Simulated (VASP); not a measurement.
Runs of VASP 6.6.1 on Yb. The structure is that of space group Pm-3m (No. 221), or close to it. The cells are those of the table. This isn't the form of Yb at room conditions, which is fcc.

```tsv
spin	cell	k mesh	gap on the mesh (eV)	pressure (GPa)
non-collinear, zero start, SOC	a = 3.129 Å, 1 atom	10 × 10 × 10	-	(a)
off	a = 3.250 Å, 1 atom	11 × 11 × 11	none	-1.7
off	a = 3.129 Å, 1 atom	16 × 16 × 16	none	(b)
off	a = 2.999 Å, 1 atom	11 × 11 × 11	-	2.5
off	a = 3.043 Å, 1 atom	11 × 11 × 11	-	1.8
```

Alike in all rows: task single point; level LDA; potentials or basis VASP PAW PBE potentials, release 64 (Yb); cutoff (eV) 520; smearing fermi-dirac 0.1 eV.

Problem. Estimate the missing entries.

Solution. (a) 0.7; (b) -0.1.

Caveats: the PAW data sets were made with another functional, which shifts forces and pressure a little; spin-orbit coupling is left out, which moves the levels of the heavy elements (at least some runs).

A k mesh can miss the band edges, and rows without SOC leave out spin-orbit coupling on Yb.

A gap of «none» marks levels without a gap at the run's occupations.
